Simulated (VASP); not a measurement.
Wanted: the native input for a VASP 6.6.1 run.

* Task: single point
* Functional: PBEsol
* Potentials or basis: VASP PAW PBE potentials, release 64 (Ir)
* Cutoff: 520 eV
* k mesh: 5 × 5 × 3
* Occupations: methfessel-paxton, width 0.1 eV
* Spin: no spin polarisation
* Dipole correction: no
* Further INCAR settings: ALGO = Normal; EDIFF = 1e-06; NBANDS = 16

The structure of Ir lies in POSCAR:

```
Ir
1.0
    2.7045100000     -0.0101300000      0.0019000000
   -1.3610300000      2.3048300000     -0.0223700000
    0.0030800000     -0.0401100000      4.5321500000
Ir
2
Direct
    0.6888700000      0.3266100000      0.7776000000
    0.3429900000      0.6683900000      0.2479100000
```

The input as run:

INCAR

```
SYSTEM = Ir
PREC = Accurate ; ENCUT = 520
EDIFF = 1E-6 ; ISMEAR = 1
SIGMA = 0.1 ; LREAL = .False.
LASPH = .True. ; NELM = 100
ALGO = Normal ; ISIF = 2
LWAVE = .False. ; LCHARG = .False.
GGA = PS ; NBANDS = 16
```

KPOINTS

```
regular mesh
0
Gamma
  5 5 3
  0 0 0
```

Potentials or basis: VASP PAW PBE potentials, release 64 (Ir).

Command:

```sh
$ cat potpaw_PBE.64/Ir/POTCAR > POTCAR
$ mpirun -np 1 vasp_std > vasp.out
```

Results of the run:

* Pressure: 6.9 GPa
* Largest force: 1.584 eV/Å
* Band gap on the k mesh: zero (band 9 reaches 11.02 eV, above the bottom of band 10 at 8.30 eV)

Caveat: the k points lie up to 0.55 Å⁻¹ apart; the PAW data sets were made with another functional, which shifts forces and pressure a little; spin-orbit coupling is left out, which moves the levels of the heavy elements.

Wall time 12 s on 1 thread of Intel(R) Xeon(R) Platinum 8488C (Sapphire Rapids) (shared host), peak memory 0.15 GiB.
